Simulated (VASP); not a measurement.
# Mo (I4/mmm) in VASP: a series of runs

Runs on Mo. Level: PBE. Tasks: single point.

Everything below comes from runs of VASP 6.6.1. Logs are shortened: lines on timing, memory, paths and dates and some standing lists are left out, and cuts for length are marked.

### 1 The cell of the first run

It takes space group I4/mmm (No. 139, tetragonal). Conventional cell: a = 3.548 Å, b = 3.548 Å, c = 2.508 Å, α = 90.00°, β = 90.00°, γ = 90.00°. Mo (site symmetry 4/mmm) has 10 Mo at 2.51 to 2.80 Å within 3.3 Å.

### 2 Single point, PBE

File INCAR:

```
SYSTEM = Mo
PREC     = Accurate       ! precision mode
ENCUT    = 520            ! plane-wave cutoff, eV
EDIFF    = 1E-7           ! SCF threshold, eV
ISMEAR   = 0              ! smearing method
SIGMA    = 0.15           ! smearing width, eV
LREAL    = .FALSE.        ! projectors in reciprocal space
LASPH    = .TRUE.         ! aspherical terms in the spheres
NELM     = 60             ! most SCF steps
ALGO     = Fast           ! electronic algorithm
ISIF     = 2              ! what is computed and relaxed
LWAVE    = .FALSE.        ! write WAVECAR
LCHARG   = .FALSE.        ! write CHGCAR
GGA      = PE             ! functional
NBANDS   = 13             ! bands
```

File KPOINTS:

```
Automatic mesh
0
G
  30 30 30
  0 0 0
```

File POSCAR:

```
Mo
1.0
   -1.7738256383      1.7738256383      1.2540947262
    1.7738256383     -1.7738256383      1.2540947262
    1.7738256383      1.7738256383     -1.2540947262
Mo
1
Direct
    0.0000000000      0.0000000000      0.0000000000
```

Potentials or basis: VASP PAW PBE potentials, release 64 (Mo_sv).

On the command line:

```
$ cat potpaw_PBE.64/Mo_sv/POTCAR > POTCAR
$ mpirun -np 1 vasp_std > vasp.out
```

OUTCAR:

```text
SYSTEM = Mo
   PREC = Accurate
   ENCUT = 520
   EDIFF = 1E-7
   ISMEAR = 0
   LREAL = .FALSE.
   LASPH = .TRUE.
   NELM = 60
   ISIF = 2
   GGA = PE

 ion  position               nearest neighbor table
   1  0.000  0.000  0.000-

  LATTYP: Found a body centered tetragonal cell.
 ALAT       =     3.5476512766
 C/A-ratio  =     0.7070000000

  Lattice vectors:

 A1 = (  -1.7738256383,   1.7738256383,   1.2540947262)
 A2 = (   1.7738256383,  -1.7738256383,   1.2540947262)
 A3 = (   1.7738256383,   1.7738256383,  -1.2540947262)

Analysis of symmetry for initial positions (statically):
=====================================================================
 Subroutine PRICEL returns:
 Original cell was already a primitive cell.

 Routine SETGRP: Setting up the symmetry group for a
 body centered tetragonal supercell.

 Subroutine GETGRP returns: Found 16 space group operations
 (whereof 16 operations were pure point group operations)
 out of a pool of 16 trial point group operations.

The static configuration has the point symmetry D_4h.

Analysis of symmetry for dynamics (positions and initial velocities):
=====================================================================
 Subroutine PRICEL returns:
 Original cell was already a primitive cell.

 Routine SETGRP: Setting up the symmetry group for a
 body centered tetragonal supercell.

 Subroutine GETGRP returns: Found 16 space group operations
 (whereof 16 operations were pure point group operations)
 out of a pool of 16 trial point group operations.

The dynamic configuration has the point symmetry D_4h.

 Subroutine INISYM returns: Found 16 space group operations
 (whereof 16 operations are pure point group operations),
 and found     1 'primitive' translations

----------------------------------------------------------------------------------------

                                     Primitive cell

  volume of cell :      15.7838

  direct lattice vectors                    reciprocal lattice vectors
    -1.773825638  1.773825638  1.254094726     0.000000000  0.281876634  0.398693966
     1.773825638 -1.773825638  1.254094726     0.281876634  0.000000000  0.398693966
     1.773825638  1.773825638 -1.254094726     0.281876634  0.281876634  0.000000000

  length of vectors
     2.804579892  2.804579892  2.804579892     0.488273812  0.488273812  0.398633759

  position of ions in fractional coordinates (direct lattice)
     0.000000000  0.000000000  0.000000000

  ion indices of the primitive-cell ions
   primitive index   ion index
                 1           1

----------------------------------------------------------------------------------------

 KPOINTS: Automatic mesh

Automatic generation of k-mesh.
 Grid dimensions read from file:
 generate k-points for:   30   30   30

 Generating k-lattice:

  Cartesian coordinates                     Fractional coordinates (reciprocal lattice)
     0.000000000  0.009395888  0.013289799     0.033333333  0.000000000  0.000000000
     0.009395888  0.000000000  0.013289799     0.000000000  0.033333333  0.000000000
     0.009395888  0.009395888  0.000000000     0.000000000  0.000000000  0.033333333

  Length of vectors
     0.016275794  0.016275794  0.013287792

  Shift w.r.t. Gamma in fractional coordinates (k-lattice)
     0.000000000  0.000000000  0.000000000

 Subroutine IBZKPT returns following result:
 ===========================================

 Found   1992 irreducible k-points:

 Following reciprocal coordinates:
            Coordinates               Weight
  0.000000  0.000000  0.000000      1.000000
  0.033333 -0.000000  0.000000      8.000000
  0.066667  0.000000 -0.000000      8.000000
  0.100000  0.000000 -0.000000      8.000000
  0.133333  0.000000  0.000000      8.000000
  0.166667  0.000000  0.000000      8.000000
[... 16 lines left out ...]
  0.233333  0.033333 -0.000000     16.000000
  0.266667  0.033333  0.000000     16.000000
 [... further k-points ...]
   k-points           NKPTS =   1992   k-points in BZ     NKDIM =   1992   number of bands    NBANDS=     13
   number of dos      NEDOS =    301   number of ions     NIONS =      1
   total plane-waves  NPLWV =  13824
   dimension x,y,z NGX =    24 NGY =   24 NGZ =   24
   dimension x,y,z NGXF=    48 NGYF=   48 NGZF=   48
   ions per type =               1
   NGX,Y,Z   is equivalent  to a cutoff of  14.23, 14.23, 14.23 a.u.
   NGXF,Y,Z  is equivalent  to a cutoff of  28.45, 28.45, 28.45 a.u.
 SYSTEM =  Mo
   PREC   = accura    normal or accurate (medium, high low for compatibility)
   ISTART =      0    job   : 0-new  1-cont  2-samecut
   ICHARG =      2    charge: 1-file 2-atom 10-const
   ISPIN  =      1    spin polarized calculation?
   LNONCOLLINEAR =      F non collinear calculations
   LSORBIT =      F    spin-orbit coupling
   LASPH  =      T    aspherical Exc in radial PAW
   ENCUT  =  520.0 eV  38.22 Ry    6.18 a.u.   5.21  5.21  5.21*2*pi/ulx,y,z
   NELM   =     60;   NELMIN=  2; NELMDL= -5     # of ELM steps
   EDIFF  = 0.1E-06   stopping-criterion for ELM
   LREAL  =      F    real-space projection
   EDIFFG = 0.1E-05   stopping-criterion for IOM
   NSW    =      0    number of steps for IOM
   IBRION =     -1    ionic relax: 0-MD 1-quasi-New 2-CG
   NFREE  =      0    steps in history (QN), initial steepest desc. (CG)
   ISIF   =      2    stress and relaxation
   ISYM   =      2    0-nonsym 1-usesym 2-fastsym
   POTIM  = 0.5000    time-step for ionic-motion
   TEBEG  =    0.0;   TEEND  =   0.0 temperature during run
   PSTRESS=    0.0 pullay stress
   NELECT =      14.0000    total number of electrons
   NUPDOWN=      -1.0000    fix difference up-down
   EMIN   =  10.00;   EMAX   =-10.00  energy-range for DOS
   EFERMI =   0.00;   METHOD = LEGACY
   ISMEAR =     0;   SIGMA  =   0.15  broadening in eV -4-tet -1-fermi 0-gaus
   EFERMI_NEDOS =   21; number of points for ismear=-14 and -15
   IALGO  =     68    algorithm
   IMIX   =      4    mixing-type and parameters
     AMIX     =   0.40;   BMIX     =  1.00
     AMIX_MAG =   1.60;   BMIX_MAG =  1.00
  volume/ion in A,a.u.               =      15.78       106.51
  Fermi-wavevector in a.u.,A,eV,Ry     =   1.572945  2.972434 33.662922  2.474155
  Thomas-Fermi vector in A             =   2.674303
   LORBIT       =      0    0 simple, 1 ext, 2 COOP (PROOUT), +10 PAW based schemes
   GGA     = PE    functional components
   LHFCALC =     F    Hartree Fock is set to
   AEXX    =    0.0000 exact exchange contribution
   IVDW    =     0    specifies the selected vdW correction
   LEPSILON=     F    determine dielectric tensor
   LRPA    =     F    only Hartree local field effects (RPA)
 non-spin polarized calculation
 RMM-DIIS sequential band-by-band and
 Gauss-broadening in eV      SIGMA  =   0.15
  energy-cutoff  :      520.00
  volume of cell :       15.78
 maximum number of plane-waves:       449
 NGX is ok and might be reduce to    24
   NGX = 11   NGY = 11   NGZ = 11

 number of electron      13.9999999 magnetization

 Free energy of the ion-electron system (eV)
  ---------------------------------------------------
  ext. energy  EPLUGINS =         0.00000000
  ---------------------------------------------------
  free energy    TOTEN  =       -10.33609526 eV

  energy without entropy =      -10.32647161  energy(sigma->0) =      -10.33128344

 E-fermi :  12.5051     XC(G=0): -13.2714

 val. band max:       12.5040135418   @ k =  -0.3333  -0.4333   0.2667
 cond. band min:      12.5060430699   @ k =  -0.3667   0.2333   0.0000
 fundamental gap:      0.0020295281
 Fermi energy:        12.5051413592

 k-point     1 :       0.0000    0.0000    0.0000
  band No.  band energies     occupation
      1     -48.7962      2.00000
      2     -22.2155      2.00000
      3     -22.2155      2.00000
      4     -21.4872      2.00000
      5       5.3356      2.00000
      6       8.9926      2.00000
      7      10.4236      2.00000
      8      13.8044      0.00000
      9      13.8044      0.00000
     10      15.4706      0.00000
     11      26.0242      0.00000
     12      26.0242      0.00000
     13      34.1136      0.00000

 k-point     2 :       0.0333   -0.0000    0.0000
  band No.  band energies     occupation
      1     -48.7915      2.00000
      2     -22.2194      2.00000
      3     -22.2184      2.00000
      4     -21.5121      2.00000
      5       5.3943      2.00000
      6       9.0201      2.00000
      7      10.4731      2.00000
      8      13.7375      0.00000
      9      13.7413      0.00000
     10      15.4365      0.00000
     11      26.1546      0.00000
     12      26.1578      0.00000
     13      33.8080      0.00000

 k-point     3 :       0.0667    0.0000   -0.0000
  band No.  band energies     occupation
      1     -48.7774      2.00000
      2     -22.2315      2.00000
      3     -22.2271      2.00000
      4     -21.5845      2.00000
      5       5.5672      2.00000
      6       9.0988      2.00000
      7      10.6187      2.00000
      8      13.5488      0.00000
      9      13.5670      0.00000
     10      15.3425      0.00000
     11      26.5223      0.00000
     12      26.5456      0.00000
     13      33.0014      0.00000
[... 305 lines left out ...]
 k-point    23 :       0.2333    0.0333   -0.0000
  band No.  band energies     occupation
      1     -48.5598      2.00000
      2     -22.8020      2.00000
      3     -22.3378      2.00000
      4     -22.2380      2.00000
      5       7.5894      2.00000
      6       9.3463      2.00000
      7      11.5679      2.00000
      8      12.9299      0.00006
      9      13.9856      0.00000
     10      14.3752      0.00000
     11      26.7722      0.00000
     12      30.6615      0.00000
     13      31.7493      0.00000

 k-point    24 :       0.2667    0.0333    0.0000
  band No.  band energies     occupation
      1     -48.5132      2.00000
      2     -23.0100      2.00000
      3     -22.3669      2.00000
      4     -22.2689      2.00000
      5       7.7090      2.00000
      6       9.1351      2.00000
      7      11.8055      2.00000
      8      13.3611      0.00000
      9      14.1334      0.00000
     10      14.7907      0.00000
     11      26.0480      0.00000
     12      30.7191      0.00000
     13      31.6687      0.00000

 [... further k-points ...]
[... 5 lines left out ...]
  --------------------------------------------------------------------------------------
  -------------------------------------------------------------------------------------
  Total        0.1361640      0.1361640      3.7876203      0.0000000      0.0000000     -0.0000000
  in kB       13.8216755     13.8216755    384.4720984      0.0000000      0.0000000     -0.0000000
  external PRESSURE =     137.3718165 kB  Pullay stress =       0.0000000 kB

 VOLUME and BASIS-vectors are now :
 -----------------------------------------------------------------------------
  energy-cutoff  :      520.00
  volume of cell :       15.78
      direct lattice vectors                 reciprocal lattice vectors
    -1.773825638  1.773825638  1.254094726     0.000000000  0.281876634  0.398693966
     1.773825638 -1.773825638  1.254094726     0.281876634  0.000000000  0.398693966
     1.773825638  1.773825638 -1.254094726     0.281876634  0.281876634  0.000000000

 POSITION                                       TOTAL-FORCE (eV/Angst)
 -----------------------------------------------------------------------------------
      0.00000      0.00000      0.00000         0.000000     -0.000000      0.000000
 -----------------------------------------------------------------------------------
    total drift:                                0.000000      0.000000      0.000000

  FREE ENERGIE OF THE ION-ELECTRON SYSTEM (eV)
  ---------------------------------------------------
  free  energy   TOTEN  =       -10.3360952642 eV

  energy  without entropy=      -10.3264716125  energy(sigma->0) =      -10.33128344
```

Run time: 3.9 min. Hardware: 1 thread of Intel Xeon Platinum 8375C at 2.90GHz (Ice Lake), shared host; peak memory 0.48 GiB.

What came out:

| Property | Result |
| --- | --- |
| Free energy | -10.3361 eV |
| Pressure | 13.7 GPa |
| Band gap on the k mesh | zero (bands 7 and 8 overlap by 5.96 eV) |

Stress tensor (GPa, compression positive):
```
 1.38  0.00  0.00
 0.00  1.38  0.00
 0.00  0.00 38.45
```

Levels at points of the mesh, in eV from the Fermi level:
```csv
k point,band 4,band 5,band 6,band 7,band 8,band 9,band 10,band 11
"(0.00, 0.00, 0.00)",-33.99,-7.17,-3.51,-2.08,1.30,1.30,2.97,13.52
"(0.50, 0.00, 0.00)",-34.87,-5.38,-4.35,1.08,3.14,3.60,4.87,12.29
"(0.50, 0.50, 0.00)",-34.16,-5.04,-2.01,-0.07,0.52,0.70,4.61,9.39
"(0.50, 0.50, 0.50)",-34.35,-5.70,-5.13,4.22,4.22,4.51,6.12,6.12
```

Caveat: the stress differs along the axes, from 1 to 38 GPa.

### 3 Single point, PBE

File INCAR:

```
SYSTEM = Mo
PREC = Accurate ; ENCUT = 520
EDIFF = 1E-6 ; ISMEAR = 0
SIGMA = 0.15 ; LREAL = .False.
LASPH = .True. ; NELM = 100
ALGO = Fast ; ISIF = 2
LWAVE = .False. ; LCHARG = .False.
GGA = PE ; NBANDS = 13
```

File KPOINTS:

```
Automatic mesh
0
Gamma
  30 30 30
  0 0 0
```

File POSCAR:

```
Mo
1.0
   -1.6681858143      1.6681858143      1.4179579421
    1.6681858143     -1.6681858143      1.4179579421
    1.6681858143      1.6681858143     -1.4179579421
Mo
1
Direct
    0.0000000000      0.0000000000      0.0000000000
```

Potentials or basis: VASP PAW PBE potentials, release 64 (Mo_sv).

On the command line:

```
$ cat potpaw_PBE.64/Mo_sv/POTCAR > POTCAR
$ mpirun -np 1 vasp_std > vasp.out
```

It took 5.8 min on 1 thread of Intel Xeon Platinum 8375C at 2.90GHz (Ice Lake), shared host; peak memory 0.46 GiB.

It converged, with:

- Free energy: -10.7049 eV
- Pressure: 3.6 GPa
- Band gap on the k mesh: zero (bands 7 and 8 overlap by 5.38 eV)

Stress tensor (GPa, compression positive):
```
-7.86  0.00  0.00
 0.00 -7.86  0.00
 0.00  0.00 26.67
```

Levels at points of the mesh, in eV from the Fermi level:
| k point | band 5 | band 6 | band 7 | band 8 | band 9 | band 10 |
| --- | --- | --- | --- | --- | --- | --- |
| (0.00, 0.00, 0.00) | -7.08 | -2.35 | -0.29 | -0.29 | 0.25 | 2.74 |
| (0.50, 0.00, 0.00) | -5.20 | -3.77 | 1.55 | 2.29 | 3.85 | 4.62 |
| (0.50, 0.50, 0.00) | -5.00 | -1.66 | 0.12 | 0.88 | 1.67 | 4.59 |
| (0.50, 0.50, 0.50) | -5.42 | -5.03 | 3.98 | 3.98 | 4.44 | 7.72 |

Caveat: the stress differs along the axes, from -8 to 27 GPa.

### 4 Single point, PBE

File INCAR:

```
SYSTEM = Mo
ALGO     = Fast           ! electronic algorithm
EDIFF    = 1E-6           ! SCF threshold, eV
ENCUT    = 520            ! plane-wave cutoff, eV
GGA      = PE             ! functional
ISIF     = 2              ! what is computed and relaxed
ISMEAR   = 0              ! smearing method
LASPH    = .TRUE.         ! aspherical terms in the spheres
LCHARG   = .FALSE.        ! write CHGCAR
LREAL    = .FALSE.        ! projectors in reciprocal space
LWAVE    = .FALSE.        ! write WAVECAR
NBANDS   = 13             ! bands
NELM     = 100            ! most SCF steps
PREC     = Accurate       ! precision mode
SIGMA    = 0.15           ! smearing width, eV
```

File KPOINTS:

```
k-points
0
G
  30 30 30
  0 0 0
```

File POSCAR:

```
Mo
1.0
   -1.4870434224      1.4870434224      1.7844521069
    1.4870434224     -1.4870434224      1.7844521069
    1.4870434224      1.4870434224     -1.7844521069
Mo
1
Direct
    0.0000000000      0.0000000000      0.0000000000
```

On the command line:

```
$ cat potpaw_PBE.64/Mo_sv/POTCAR > POTCAR
$ mpirun -np 1 vasp_std > vasp.out
```

Run time: 6.4 min. Hardware: 1 thread of Intel Xeon Platinum 8375C at 2.90GHz (Ice Lake), shared host; peak memory 0.47 GiB.

Results (log left out):

```
Free energy            : -10.6877 eV
Pressure               : 3.7 GPa
Band gap on the k mesh : zero (bands 7 and 8 overlap by 4.71 eV)
```

Stress tensor (GPa, compression positive):
```
 13.41   0.00   0.00
  0.00  13.41   0.00
  0.00   0.00 -15.66
```

Levels at points of the mesh, in eV from the Fermi level:
```csv
k point,band 5,band 6,band 7,band 8,band 9,band 10
"(0.00, 0.00, 0.00)",-7.11,-1.51,-1.51,0.23,0.28,2.41
"(0.50, 0.00, 0.00)",-5.07,-2.35,0.05,1.35,3.00,4.35
"(0.50, 0.50, 0.00)",-5.32,-4.35,2.72,3.24,3.33,4.90
"(0.50, 0.50, 0.50)",-5.43,-4.99,3.71,4.27,4.27,6.12
```

Caveat: the stress differs along the axes, from -16 to 13 GPa.

### 5 Overview

```csv
cell,further INCAR settings,gap on the mesh (eV),pressure (GPa)
"a = 2.805 Å, angles 101.5, 101.5, 126.9°, 1 atom",ALGO = Fast; EDIFF = 1e-07; NBANDS = 13,none,13.7
"a = 2.753 Å, angles 105.4, 105.4, 118.0°, 1 atom",ALGO = Fast; EDIFF = 1e-06; NBANDS = 13,none,3.6
"a = 2.758 Å, angles 114.7, 114.7, 99.4°, 1 atom",ALGO = Fast; EDIFF = 1e-06; NBANDS = 13,none,3.7
```

Alike in all rows: task single point; level PBE; potentials or basis VASP PAW PBE potentials, release 64 (Mo_sv); no spin polarisation; k mesh 30 × 30 × 30; cutoff (eV) 520; smearing gaussian 0.15 eV.

Caveats: the stress differs along the axes, from 1 to 38 GPa (at least some runs); the stress differs along the axes, from -8 to 27 GPa (at least some runs); the stress differs along the axes, from -16 to 13 GPa (at least some runs).

Absolute energies hang on the potentials; compare differences alone.
